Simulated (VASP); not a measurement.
Write the native input for VASP 6.6.1 that does the following.

```
Task                   : single point
Functional             : PBE
Dispersion             : D3(BJ)
Potentials or basis    : VASP PAW PBE potentials, release 64 (Be, Cl)
Cutoff                 : 520 eV
k mesh                 : 4 × 4 × 1
Occupations            : fermi-dirac, width 0.1 eV
Spin                   : no spin polarisation
Dipole correction      : no
Further INCAR settings : ALGO = Normal; EDIFF = 1e-06; NBANDS = 28
```

The structure of Be12Cl lies in POSCAR:

```
Be12Cl
1.0
    4.5800000000      0.0000000000      0.0000000000
    2.2900000000      3.9663960000      0.0000000000
    0.0000000000      0.0000000000     16.5884300000
Be Cl
12 1
Direct
    0.0000000000      0.0000000000      0.0602829804
    0.5000000000      0.0000000000      0.0602829804
    0.0000000000      0.5000000000      0.0602829804
    0.5000000000      0.5000000000      0.0602829804
   -0.1688725504      0.3305333103      0.1658114119
    0.3265577053      0.3392976899      0.1673886558
   -0.1590093177      0.8252282425      0.1671847185
    0.3259857941      0.8250257917      0.1671018897
   -0.0045430250     -0.0028501945      0.2767257058
    0.4976878078     -0.0061315108      0.2619453438
   -0.0052212707      0.4932119738      0.2771157367
    0.5007786944      0.4928295107      0.2770943965
    0.1690845370     -0.3476319561      0.3796892774
```

One way to write it, as run:

INCAR

```
PREC     = Accurate       # precision mode
ENCUT    = 520            # plane-wave cutoff, eV
EDIFF    = 1E-6           # SCF threshold, eV
ISMEAR   = -1             # smearing method
SIGMA    = 0.1            # smearing width, eV
LREAL    = False          # projectors in reciprocal space
LASPH    = True           # aspherical terms in the spheres
NELM     = 60             # most SCF steps
ALGO     = Normal         # electronic algorithm
ISIF     = 2              # what is computed and relaxed
LWAVE    = False          # write WAVECAR
LCHARG   = False          # write CHGCAR
GGA      = PE             # functional
IVDW     = 12             # dispersion correction
NBANDS   = 28             # bands
```

KPOINTS

```
regular mesh
0
Gamma
  4 4 1
```

Potentials or basis: VASP PAW PBE potentials, release 64 (Be, Cl).

The run is started by

```bash
$ cat potpaw_PBE.64/Be/POTCAR potpaw_PBE.64/Cl/POTCAR > POTCAR
$ mpirun -np 1 vasp_std > vasp.out
```

It gave:

```yaml
Largest_force: 0.112 eV/Å
Band_gap_on_the_k_mesh: zero (an odd number of electrons rules out a gap without spin polarisation)
Dispersion_energy_per_atom: -0.231 eV
```

Caveat: the k points lie up to 0.40 Å⁻¹ apart, too coarse for converged energies and pressures of a metal; there is no dipole correction, which matters where the two faces differ.

Wall time 3.4 min on 1 thread of Intel Xeon 8259CL, on a shared host, peak memory 0.42 GiB.
